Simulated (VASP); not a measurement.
# Gd (Im-3m) in VASP: single point with PBEsol

Aim: the single point of Gd with PBEsol.

Everything below comes from runs of VASP 6.6.1. Logs are shortened: lines on timing, memory, paths and dates and some standing lists are left out, and cuts for length are marked.

## (1) The cell of the first run

It takes space group Im-3m (No. 229, cubic). The conventional cell has a = 3.664 Å, b = 3.664 Å, c = 3.664 Å, α = 90.00°, β = 90.00°, γ = 90.00°. Gd (site symmetry m-3m) has 14 Gd at 3.17 to 3.66 Å within 4.2 Å.

This isn't the form of Gd at room conditions, which is hcp.

## (2) Single point, PBEsol, collinear spin, ferromagnetic start

File INCAR:

```
ALGO = Normal
EDIFF = 1E-6
ENCUT = 520
GGA = PS
ISIF = 2
ISMEAR = -1
ISPIN = 2
LASPH = T
LCHARG = F
LMAXMIX = 6
LORBIT = 11
LREAL = F
LWAVE = F
MAGMOM = 7
NBANDS = 19
NELM = 150
PREC = Accurate
SIGMA = 0.08
```

File KPOINTS:

```
k-points
0
Gamma
  15 15 15
```

File POSCAR:

```
Gd
1.0
   -1.8319328780      1.8319328780      1.8319328780
    1.8319328780     -1.8319328780      1.8319328780
    1.8319328780      1.8319328780     -1.8319328780
Gd
1
Direct
    0.0000000000      0.0000000000      0.0000000000
```

Potentials or basis: VASP PAW PBE potentials, release 64 (Gd).

Launch:

```
> cat potpaw_PBE.64/Gd/POTCAR > POTCAR
> mpirun -np 1 vasp_std > vasp.out
```

OUTCAR:

```text
EDIFF = 1E-6
   ENCUT = 520
   GGA = PS
   ISIF = 2
   ISMEAR = -1
   ISPIN = 2
   LASPH = T
   LORBIT = 11
   LREAL = F
   NELM = 150
   PREC = Accurate

 ion  position               nearest neighbor table
   1  0.000  0.000  0.000-

  LATTYP: Found a body centered cubic cell.
 ALAT       =     3.6638657560

  Lattice vectors:

 A1 = (  -1.8319328780,   1.8319328780,   1.8319328780)
 A2 = (   1.8319328780,  -1.8319328780,   1.8319328780)
 A3 = (   1.8319328780,   1.8319328780,  -1.8319328780)

Analysis of symmetry for initial positions (statically):
=====================================================================
 Subroutine PRICEL returns:
 Original cell was already a primitive cell.

 Routine SETGRP: Setting up the symmetry group for a
 body centered cubic supercell.

 Subroutine GETGRP returns: Found 48 space group operations
 (whereof 48 operations were pure point group operations)
 out of a pool of 48 trial point group operations.

The static configuration has the point symmetry O_h .

Analysis of symmetry for dynamics (positions and initial velocities):
=====================================================================
 Subroutine PRICEL returns:
 Original cell was already a primitive cell.

 Routine SETGRP: Setting up the symmetry group for a
 body centered cubic supercell.

 Subroutine GETGRP returns: Found 48 space group operations
 (whereof 48 operations were pure point group operations)
 out of a pool of 48 trial point group operations.

The dynamic configuration has the point symmetry O_h .

Analysis of structural, dynamic, and magnetic symmetry:
=====================================================================
 Subroutine PRICEL returns:
 Original cell was already a primitive cell.

 Routine SETGRP: Setting up the symmetry group for a
 body centered cubic supercell.

 Subroutine GETGRP returns: Found 48 space group operations
 (whereof 48 operations were pure point group operations)
 out of a pool of 48 trial point group operations.

The overall configuration has the point symmetry O_h .

 Subroutine INISYM returns: Found 48 space group operations
 (whereof 48 operations are pure point group operations),
 and found     1 'primitive' translations

----------------------------------------------------------------------------------------

                                     Primitive cell

  volume of cell :      24.5917

  direct lattice vectors                    reciprocal lattice vectors
    -1.831932878  1.831932878  1.831932878     0.000000000  0.272935764  0.272935764
     1.831932878 -1.831932878  1.831932878     0.272935764  0.000000000  0.272935764
     1.831932878  1.831932878 -1.831932878     0.272935764  0.272935764  0.000000000

  length of vectors
     3.173000821  3.173000821  3.173000821     0.385989459  0.385989459  0.385989459

  position of ions in fractional coordinates (direct lattice)
     0.000000000  0.000000000  0.000000000

  ion indices of the primitive-cell ions
   primitive index   ion index
                 1           1

----------------------------------------------------------------------------------------

 KPOINTS: k-points

Automatic generation of k-mesh.
 Grid dimensions read from file:
 generate k-points for:   15   15   15

 Generating k-lattice:

  Cartesian coordinates                     Fractional coordinates (reciprocal lattice)
     0.000000000  0.018195718  0.018195718     0.066666667  0.000000000  0.000000000
     0.018195718  0.000000000  0.018195718     0.000000000  0.066666667  0.000000000
     0.018195718  0.018195718  0.000000000     0.000000000  0.000000000  0.066666667

  Length of vectors
     0.025732631  0.025732631  0.025732631

  Shift w.r.t. Gamma in fractional coordinates (k-lattice)
     0.000000000  0.000000000  0.000000000

 Subroutine IBZKPT returns following result:
 ===========================================

 Found    120 irreducible k-points:

 Following reciprocal coordinates:
            Coordinates               Weight
  0.000000  0.000000  0.000000      1.000000
  0.066667  0.000000  0.000000     12.000000
  0.133333  0.000000  0.000000     12.000000
  0.200000  0.000000  0.000000     12.000000
  0.266667  0.000000  0.000000     12.000000
  0.333333  0.000000  0.000000     12.000000
[... 16 lines left out ...]
  0.333333  0.200000 -0.000000     48.000000
  0.400000  0.200000  0.000000     24.000000
 [... further k-points ...]
   k-points           NKPTS =    120   k-points in BZ     NKDIM =    120   number of bands    NBANDS=     19
   number of dos      NEDOS =    301   number of ions     NIONS =      1
   total plane-waves  NPLWV =  13824
   dimension x,y,z NGX =    24 NGY =   24 NGZ =   24
   dimension x,y,z NGXF=    48 NGYF=   48 NGZF=   48
   ions per type =               1
   NGX,Y,Z   is equivalent  to a cutoff of  12.57, 12.57, 12.57 a.u.
   NGXF,Y,Z  is equivalent  to a cutoff of  25.15, 25.15, 25.15 a.u.
 SYSTEM =  unknown system
   PREC   = accura    normal or accurate (medium, high low for compatibility)
   ISTART =      0    job   : 0-new  1-cont  2-samecut
   ICHARG =      2    charge: 1-file 2-atom 10-const
   ISPIN  =      2    spin polarized calculation?
   LNONCOLLINEAR =      F non collinear calculations
   LSORBIT =      F    spin-orbit coupling
   LASPH  =      T    aspherical Exc in radial PAW
   ENCUT  =  520.0 eV  38.22 Ry    6.18 a.u.   5.90  5.90  5.90*2*pi/ulx,y,z
   NELM   =    150;   NELMIN=  2; NELMDL= -5     # of ELM steps
   EDIFF  = 0.1E-05   stopping-criterion for ELM
   LREAL  =      F    real-space projection
   EDIFFG = 0.1E-04   stopping-criterion for IOM
   NSW    =      0    number of steps for IOM
   IBRION =     -1    ionic relax: 0-MD 1-quasi-New 2-CG
   NFREE  =      0    steps in history (QN), initial steepest desc. (CG)
   ISIF   =      2    stress and relaxation
   ISYM   =      2    0-nonsym 1-usesym 2-fastsym
   POTIM  = 0.5000    time-step for ionic-motion
   TEBEG  =    0.0;   TEEND  =   0.0 temperature during run
   PSTRESS=    0.0 pullay stress
   NELECT =      18.0000    total number of electrons
   NUPDOWN=      -1.0000    fix difference up-down
   EMIN   =  10.00;   EMAX   =-10.00  energy-range for DOS
   EFERMI =   0.00;   METHOD = LEGACY
   ISMEAR =    -1;   SIGMA  =   0.08  broadening in eV -4-tet -1-fermi 0-gaus
   EFERMI_NEDOS =   21; number of points for ismear=-14 and -15
   IALGO  =     38    algorithm
   IMIX   =      4    mixing-type and parameters
     AMIX     =   0.40;   BMIX     =  1.00
     AMIX_MAG =   1.60;   BMIX_MAG =  1.00
  volume/ion in A,a.u.               =      24.59       165.95
  Fermi-wavevector in a.u.,A,eV,Ry     =   1.475376  2.788057 29.616277  2.176735
  Thomas-Fermi vector in A             =   2.590033
   LORBIT       =     11    0 simple, 1 ext, 2 COOP (PROOUT), +10 PAW based schemes
   GGA     = PS    functional components
   LHFCALC =     F    Hartree Fock is set to
   AEXX    =    0.0000 exact exchange contribution
   IVDW    =     0    specifies the selected vdW correction
   LEPSILON=     F    determine dielectric tensor
   LRPA    =     F    only Hartree local field effects (RPA)
 spin polarized calculation
  energy-cutoff  :      520.00
  volume of cell :       24.59
 maximum number of plane-waves:       682
   NGX = 11   NGY = 11   NGZ = 11

 number of electron      18.0000007 magnetization       7.5502057

 Free energy of the ion-electron system (eV)
  ---------------------------------------------------
  ext. energy  EPLUGINS =         0.00000000
  ---------------------------------------------------
  free energy    TOTEN  =       -11.76160935 eV

  energy without entropy =      -11.73322290  energy(sigma->0) =      -11.74741612

 E-fermi :   4.3574     XC(G=0): -11.5339

 val. band max:        4.3292135965   @ k =  -0.4667  -0.4667   0.2000
 cond. band min:       4.3703484380   @ k =   0.2000   0.0667   0.0667
 fundamental gap:      0.0411348415
 Fermi energy:         4.3574281057

 spin component 1

 k-point     1 :       0.0000    0.0000    0.0000
  band No.  band energies     occupation
      1     -40.5088      1.00000
      2     -17.0670      1.00000
      3     -17.0670      1.00000
      4     -17.0670      1.00000
      5      -0.9775      1.00000
      6      -0.0959      1.00000
[... 11 lines left out ...]
     18      16.2836      0.00000
     19      16.2836      0.00000

 k-point     2 :       0.0667    0.0000    0.0000
  band No.  band energies     occupation
      1     -40.4989      1.00000
      2     -17.1525      1.00000
      3     -17.0915      1.00000
      4     -17.0680      1.00000
      5      -0.7909      1.00000
      6      -0.0926      1.00000
[... 476 lines left out ...]
 k-point    24 :       0.4000    0.2000    0.0000
  band No.  band energies     occupation
      1     -40.2564      1.00000
      2     -18.5893      1.00000
      3     -17.8733      1.00000
      4     -17.2517      1.00000
      5      -0.0331      1.00000
      6      -0.0260      1.00000
[... 11 lines left out ...]
     18      14.5957      0.00000
     19      16.5020      0.00000

 [... further k-points ...]

 spin component 2

 k-point     1 :       0.0000    0.0000    0.0000
  band No.  band energies     occupation
      1     -37.3259      1.00000
      2     -14.5941      1.00000
      3     -14.5941      1.00000
      4     -14.5941      1.00000
      5       0.0424      1.00000
      6       4.9844      0.00039
[... 11 lines left out ...]
     18      17.4134      0.00000
     19      17.4134      0.00000

 k-point     2 :       0.0667    0.0000    0.0000
  band No.  band energies     occupation
      1     -37.3140      1.00000
      2     -14.6965      1.00000
      3     -14.6223      1.00000
      4     -14.5956      1.00000
      5       0.2422      1.00000
      6       4.9594      0.00054
[... 476 lines left out ...]
 k-point    24 :       0.4000    0.2000    0.0000
  band No.  band energies     occupation
      1     -37.0202      1.00000
      2     -16.3705      1.00000
      3     -15.5338      1.00000
      4     -14.8146      1.00000
      5       3.3302      1.00000
      6       4.6976      0.01404
[... 11 lines left out ...]
     18      16.2204      0.00000
     19      17.7304      0.00000

 [... further k-points ...]

------------------------ aborting loop because EDIFF is reached ----------------------------------------

  FORCE on cell =-STRESS in cart. coord.  units (eV):
  Direction    XX          YY          ZZ          XY          YZ          ZX
  --------------------------------------------------------------------------------------
  -------------------------------------------------------------------------------------
  Total        1.8549805      1.8549805      1.8549805     -0.0000000      0.0000000     -0.0000000
  in kB      120.8540656    120.8540656    120.8540656     -0.0000000      0.0000000     -0.0000000
  external PRESSURE =     120.8540656 kB  Pullay stress =       0.0000000 kB

 VOLUME and BASIS-vectors are now :
 -----------------------------------------------------------------------------
  energy-cutoff  :      520.00
  volume of cell :       24.59
      direct lattice vectors                 reciprocal lattice vectors
    -1.831932878  1.831932878  1.831932878     0.000000000  0.272935764  0.272935764
     1.831932878 -1.831932878  1.831932878     0.272935764  0.000000000  0.272935764
     1.831932878  1.831932878 -1.831932878     0.272935764  0.272935764  0.000000000

 POSITION                                       TOTAL-FORCE (eV/Angst)
 -----------------------------------------------------------------------------------
      0.00000      0.00000      0.00000         0.000000      0.000000      0.000000
 -----------------------------------------------------------------------------------
    total drift:                                0.000000      0.000000      0.000000

  FREE ENERGIE OF THE ION-ELECTRON SYSTEM (eV)
  ---------------------------------------------------
  free  energy   TOTEN  =       -11.7616093458 eV

  energy  without entropy=      -11.7332229012  energy(sigma->0) =      -11.74741612

 total charge

# of ion       s       p       d       f       tot
--------------------------------------------------
    1        2.089   5.522   0.783   6.972  15.365

 magnetization (x)

# of ion       s       p       d       f       tot
--------------------------------------------------
    1        0.007  -0.043   0.266   6.791   7.022
```

Wall time 66 s (1 thread of Intel Xeon 6975P-C (Granite Rapids), shared host); peak memory 0.23 GiB.

What came out:

```
Free energy                                           : -11.7616 eV
Pressure                                              : 12.1 GPa
Net moment                                            : 7.55 μB per cell
Site moments                                          : Gd +7.02 μB
Valence electrons inside the program's atomic spheres : Gd 15.37
```

Levels at points of the mesh, in eV from the Fermi level:
Spin up:
```csv
k point,band 11,band 12,band 13,band 14,band 15,band 16
"(0.00, 0.00, 0.00)",-4.17,-4.10,1.50,1.50,1.50,4.50
```
Spin down:
| k point | band 2 | band 3 | band 4 | band 5 | band 6 | band 7 | band 8 | band 9 |
| --- | --- | --- | --- | --- | --- | --- | --- | --- |
| (0.00, 0.00, 0.00) | -18.95 | -18.95 | -18.95 | -4.32 | 0.63 | 0.63 | 0.63 | 1.19 |

Caveat: the cell stands under pressure; the PAW data sets were made with another functional, which shifts forces and pressure a little; spin-orbit coupling is left out, which moves the levels of the heavy elements; semilocal functionals describe open f shells poorly, which spoils levels, moments and volumes.
